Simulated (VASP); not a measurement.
# Tc (P6_3/mmc) in VASP: a series of runs

Runs on Tc. Level: PBEsol. Tasks: single point, relaxation of cell and atoms.

Program: VASP 6.6.1. These are calculated values, not measurements. Logs are shortened: lines on timing, memory, paths and dates and some standing lists are left out, and cuts for length are marked.

### 1 The cell of the first run

It takes space group P6_3/mmc (No. 194, hexagonal). The conventional cell has a = 2.708 Å, b = 2.708 Å, c = 4.345 Å, α = 90.00°, β = 90.00°, γ = 120.00°. Within 3.5 Å of Tc (site symmetry -6m2) lie 12 Tc at 2.68 to 2.71 Å.

### 2 Single point, PBEsol

INCAR

```
SYSTEM = Tc
ALGO = Normal
EDIFF = 1E-6
ENCUT = 520
GGA = PS
ISIF = 2
ISMEAR = -1
LASPH = .TRUE.
LCHARG = .FALSE.
LREAL = .FALSE.
LWAVE = .FALSE.
NBANDS = 20
NELM = 100
PREC = Accurate
SIGMA = 0.05
```

KPOINTS

```
k-points
0
G
  11 11 6
  0 0 0
```

POSCAR

```
Tc
1.0
    2.7075660550      0.0000000000      0.0000000000
   -1.3537830275      2.3448209860      0.0000000000
    0.0000000000      0.0000000000      4.3451257967
Tc
2
Direct
    0.6666666667      0.3333333333      0.7500000000
    0.3333333333      0.6666666667      0.2500000000
```

Potentials or basis: VASP PAW PBE potentials, release 64 (Tc_pv).

Run with:

```console
cat potpaw_PBE.64/Tc_pv/POTCAR > POTCAR
mpirun -np 1 vasp_std > vasp.out
```

OUTCAR:

```text
SYSTEM = Tc
   EDIFF = 1E-6
   ENCUT = 520
   GGA = PS
   ISIF = 2
   ISMEAR = -1
   LASPH = .TRUE.
   LREAL = .FALSE.
   NELM = 100
   PREC = Accurate

 ion  position               nearest neighbor table
   1  0.667  0.333  0.750-   2 2.68   2 2.68   2 2.68   2 2.68   2 2.68   2 2.68
   2  0.333  0.667  0.250-   1 2.68   1 2.68   1 2.68   1 2.68   1 2.68   1 2.68

  LATTYP: Found a hexagonal cell.
 ALAT       =     2.7075660550
 C/A-ratio  =     1.6048087871

  Lattice vectors:

 A1 = (   2.7075660550,   0.0000000000,   0.0000000000)
 A2 = (  -1.3537830275,   2.3448209860,   0.0000000000)
 A3 = (   0.0000000000,   0.0000000000,   4.3451257967)

Analysis of symmetry for initial positions (statically):
=====================================================================
 Subroutine PRICEL returns:
 Original cell was already a primitive cell.

 Routine SETGRP: Setting up the symmetry group for a
 hexagonal supercell.

 Subroutine GETGRP returns: Found 24 space group operations
 (whereof 12 operations were pure point group operations)
 out of a pool of 24 trial point group operations.

The static configuration has the point symmetry D_3d.
 The point group associated with its full space group is D_6h.

Analysis of symmetry for dynamics (positions and initial velocities):
=====================================================================
 Subroutine PRICEL returns:
 Original cell was already a primitive cell.

 Routine SETGRP: Setting up the symmetry group for a
 hexagonal supercell.

 Subroutine GETGRP returns: Found 24 space group operations
 (whereof 12 operations were pure point group operations)
 out of a pool of 24 trial point group operations.

The dynamic configuration has the point symmetry D_3d.
 The point group associated with its full space group is D_6h.

 Subroutine INISYM returns: Found 24 space group operations
 (whereof 12 operations are pure point group operations),
 and found     1 'primitive' translations

----------------------------------------------------------------------------------------

                                     Primitive cell

  volume of cell :      27.5862

  direct lattice vectors                    reciprocal lattice vectors
     2.707566055  0.000000000  0.000000000     0.369335403  0.213235894  0.000000000
    -1.353783028  2.344820986  0.000000000     0.000000000  0.426471789  0.000000000
     0.000000000  0.000000000  4.345125797     0.000000000  0.000000000  0.230142934

  length of vectors
     2.707566055  2.707566055  4.345125797     0.426471789  0.426471789  0.230142934

  position of ions in fractional coordinates (direct lattice)
     0.666666667  0.333333333  0.750000000
     0.333333333  0.666666667  0.250000000

  ion indices of the primitive-cell ions
   primitive index   ion index
                 1           1
                 2           2

----------------------------------------------------------------------------------------

 KPOINTS: k-points

Automatic generation of k-mesh.
 Grid dimensions read from file:
 generate k-points for:   11   11    6

 Generating k-lattice:

  Cartesian coordinates                     Fractional coordinates (reciprocal lattice)
     0.033575946  0.019385081  0.000000000     0.090909091  0.000000000  0.000000000
     0.000000000  0.038770163  0.000000000     0.000000000  0.090909091  0.000000000
     0.000000000  0.000000000  0.038357156     0.000000000  0.000000000  0.166666667

  Length of vectors
     0.038770163  0.038770163  0.038357156

  Shift w.r.t. Gamma in fractional coordinates (k-lattice)
     0.000000000  0.000000000  0.000000000

 Subroutine IBZKPT returns following result:
 ===========================================

 Found     64 irreducible k-points:

 Following reciprocal coordinates:
            Coordinates               Weight
  0.000000  0.000000  0.000000      1.000000
  0.090909 -0.000000  0.000000      6.000000
  0.181818 -0.000000  0.000000      6.000000
  0.272727 -0.000000  0.000000      6.000000
  0.363636 -0.000000  0.000000      6.000000
  0.454545  0.000000  0.000000      6.000000
[... 16 lines left out ...]
  0.090909  0.090909  0.166667     12.000000
  0.181818  0.090909  0.166667     24.000000
 [... further k-points ...]
   k-points           NKPTS =     64   k-points in BZ     NKDIM =     64   number of bands    NBANDS=     20
   number of dos      NEDOS =    301   number of ions     NIONS =      2
   total plane-waves  NPLWV =  12800
   dimension x,y,z NGX =    20 NGY =   20 NGZ =   32
   dimension x,y,z NGXF=    40 NGYF=   40 NGZF=   64
   ions per type =               2
   NGX,Y,Z   is equivalent  to a cutoff of  12.28, 12.28, 12.24 a.u.
   NGXF,Y,Z  is equivalent  to a cutoff of  24.56, 24.56, 24.49 a.u.
 SYSTEM =  Tc
   PREC   = accura    normal or accurate (medium, high low for compatibility)
   ISTART =      0    job   : 0-new  1-cont  2-samecut
   ICHARG =      2    charge: 1-file 2-atom 10-const
   ISPIN  =      1    spin polarized calculation?
   LNONCOLLINEAR =      F non collinear calculations
   LSORBIT =      F    spin-orbit coupling
   LASPH  =      T    aspherical Exc in radial PAW
   ENCUT  =  520.0 eV  38.22 Ry    6.18 a.u.   5.03  5.03  8.08*2*pi/ulx,y,z
   NELM   =    100;   NELMIN=  2; NELMDL= -5     # of ELM steps
   EDIFF  = 0.1E-05   stopping-criterion for ELM
   LREAL  =      F    real-space projection
   EDIFFG = 0.1E-04   stopping-criterion for IOM
   NSW    =      0    number of steps for IOM
   IBRION =     -1    ionic relax: 0-MD 1-quasi-New 2-CG
   NFREE  =      0    steps in history (QN), initial steepest desc. (CG)
   ISIF   =      2    stress and relaxation
   ISYM   =      2    0-nonsym 1-usesym 2-fastsym
   POTIM  = 0.5000    time-step for ionic-motion
   TEBEG  =    0.0;   TEEND  =   0.0 temperature during run
   PSTRESS=    0.0 pullay stress
   NELECT =      26.0000    total number of electrons
   NUPDOWN=      -1.0000    fix difference up-down
   EMIN   =  10.00;   EMAX   =-10.00  energy-range for DOS
   EFERMI =   0.00;   METHOD = LEGACY
   ISMEAR =    -1;   SIGMA  =   0.05  broadening in eV -4-tet -1-fermi 0-gaus
   EFERMI_NEDOS =   21; number of points for ismear=-14 and -15
   IALGO  =     38    algorithm
   IMIX   =      4    mixing-type and parameters
     AMIX     =   0.40;   BMIX     =  1.00
     AMIX_MAG =   1.60;   BMIX_MAG =  1.00
  volume/ion in A,a.u.               =      13.79        93.08
  Fermi-wavevector in a.u.,A,eV,Ry     =   1.605101  3.033200 35.053340  2.576348
  Thomas-Fermi vector in A             =   2.701500
   LORBIT       =      0    0 simple, 1 ext, 2 COOP (PROOUT), +10 PAW based schemes
   GGA     = PS    functional components
   LHFCALC =     F    Hartree Fock is set to
   AEXX    =    0.0000 exact exchange contribution
   IVDW    =     0    specifies the selected vdW correction
   LEPSILON=     F    determine dielectric tensor
   LRPA    =     F    only Hartree local field effects (RPA)
 non-spin polarized calculation
  energy-cutoff  :      520.00
  volume of cell :       27.59
 maximum number of plane-waves:       764
   NGX = 11   NGY = 11   NGZ = 17

 number of electron      26.0000007 magnetization

 Free energy of the ion-electron system (eV)
  ---------------------------------------------------
  ext. energy  EPLUGINS =         0.00000000
  ---------------------------------------------------
  free energy    TOTEN  =       -22.53647957 eV

  energy without entropy =      -22.52014810  energy(sigma->0) =      -22.52831384

 E-fermi :  13.1366     XC(G=0): -14.1594

 val. band max:       13.1365124489   @ k =   0.3636   0.2727   0.5000
 cond. band min:      13.1709672792   @ k =   0.3636  -0.0000   0.1667
 fundamental gap:      0.0344548303
 Fermi energy:        13.1366325038

 k-point     1 :       0.0000    0.0000    0.0000
  band No.  band energies     occupation
      1     -26.3434      2.00000
      2     -25.0926      2.00000
      3     -25.0926      2.00000
      4     -24.8840      2.00000
      5     -24.8840      2.00000
      6     -24.8373      2.00000
[... 12 lines left out ...]
     19      24.6781      0.00000
     20      27.4576      0.00000

 k-point     2 :       0.0909   -0.0000    0.0000
  band No.  band energies     occupation
      1     -26.3055      2.00000
      2     -25.1790      2.00000
      3     -25.1205      2.00000
      4     -24.9733      2.00000
      5     -24.8959      2.00000
      6     -24.8533      2.00000
[... 12 lines left out ...]
     19      24.6372      0.00000
     20      28.1104      0.00000

 k-point     3 :       0.1818   -0.0000    0.0000
  band No.  band energies     occupation
      1     -26.1981      2.00000
      2     -25.4099      2.00000
      3     -25.2055      2.00000
      4     -25.1924      2.00000
      5     -24.9301      2.00000
      6     -24.9018      2.00000
[... 12 lines left out ...]
     19      24.4350      0.00000
     20      29.3360      0.00000

 k-point     4 :       0.2727   -0.0000    0.0000
  band No.  band energies     occupation
      1     -26.0389      2.00000
      2     -25.7103      2.00000
      3     -25.4949      2.00000
      4     -25.2820      2.00000
      5     -24.9831      2.00000
      6     -24.9782      2.00000
[... 12 lines left out ...]
     19      24.0931      0.00000
     20      27.7848      0.00000

 k-point     5 :       0.3636   -0.0000    0.0000
  band No.  band energies     occupation
      1     -25.9833      2.00000
      2     -25.8593      2.00000
      3     -25.7487      2.00000
      4     -25.3609      2.00000
      5     -25.0907      2.00000
      6     -25.0244      2.00000
[... 12 lines left out ...]
     19      24.3701      0.00000
     20      25.1828      0.00000
[... 353 lines left out ...]
      6     -25.0475      2.00000
[... 12 lines left out ...]
     19      25.2166      0.00000
     20      26.3693      0.00000

 k-point    22 :       0.4545    0.0000    0.1667
  band No.  band energies     occupation
      1     -26.2038      2.00000
      2     -25.9714      2.00000
      3     -25.5994      2.00000
      4     -25.3835      2.00000
      5     -25.1640      2.00000
      6     -25.0768      2.00000
[... 12 lines left out ...]
     19      24.7421      0.00000
     20      25.8785      0.00000

 k-point    23 :       0.0909    0.0909    0.1667
  band No.  band energies     occupation
      1     -26.1594      2.00000
      2     -25.2934      2.00000
      3     -25.2383      2.00000
      4     -25.1249      2.00000
      5     -24.9493      2.00000
      6     -24.9234      2.00000
[... 12 lines left out ...]
     19      25.7467      0.00000
     20      28.6270      0.00000

 k-point    24 :       0.1818    0.0909    0.1667
  band No.  band energies     occupation
      1     -26.0650      2.00000
      2     -25.5274      2.00000
      3     -25.4625      2.00000
      4     -25.2272      2.00000
      5     -25.0142      2.00000
      6     -24.9670      2.00000
[... 12 lines left out ...]
     19      25.6808      0.00000
     20      29.1026      0.00000

 [... further k-points ...]

------------------------ aborting loop because EDIFF is reached ----------------------------------------

  FORCE on cell =-STRESS in cart. coord.  units (eV):
  Direction    XX          YY          ZZ          XY          YZ          ZX
  --------------------------------------------------------------------------------------
  -------------------------------------------------------------------------------------
  Total        0.7461885      0.7461885      0.7404987     -0.0000000      0.0000000     -0.0000000
  in kB       43.3379162     43.3379162     43.0074604     -0.0000000      0.0000000     -0.0000000
  external PRESSURE =      43.2277643 kB  Pullay stress =       0.0000000 kB

 VOLUME and BASIS-vectors are now :
 -----------------------------------------------------------------------------
  energy-cutoff  :      520.00
  volume of cell :       27.59
      direct lattice vectors                 reciprocal lattice vectors
     2.707566055  0.000000000  0.000000000     0.369335403  0.213235894  0.000000000
    -1.353783028  2.344820986  0.000000000     0.000000000  0.426471789  0.000000000
     0.000000000  0.000000000  4.345125797     0.000000000  0.000000000  0.230142934

 POSITION                                       TOTAL-FORCE (eV/Angst)
 -----------------------------------------------------------------------------------
      1.35378      0.78161      3.25884         0.000000      0.000000      0.000000
     -0.00000      1.56321      1.08628        -0.000000      0.000000      0.000000
 -----------------------------------------------------------------------------------
    total drift:                                0.000000     -0.000000      0.000000

  FREE ENERGIE OF THE ION-ELECTRON SYSTEM (eV)
  ---------------------------------------------------
  free  energy   TOTEN  =       -22.5364795671 eV

  energy  without entropy=      -22.5201481034  energy(sigma->0) =      -22.52831384
```

Run time: 50 s. Hardware: 1 thread of AMD EPYC 7R13, shared host; peak memory 0.12 GiB.

What came out:

| Property | Result |
| --- | --- |
| Free energy | -22.5365 eV |
| Pressure | 4.3 GPa |
| Band gap on the k mesh | zero (bands 13 and 14 overlap by 3.29 eV) |

Levels at points of the mesh, in eV from the Fermi level:
```tsv
k point	band 9	band 10	band 11	band 12	band 13	band 14	band 15	band 16	band 17	band 18
(0.00, 0.00, 0.00)	-1.64	-1.64	-1.57	-0.88	-0.88	-0.12	-0.12	1.76	2.69	2.69
(0.00, 0.00, 0.50)	-1.96	-1.96	-1.77	-1.77	-1.77	-1.77	1.99	1.99	1.99	1.99
```

Caveat: the cell stands under pressure; the PAW data sets were made with another functional, which shifts forces and pressure a little.

[end of part 1 of 2]
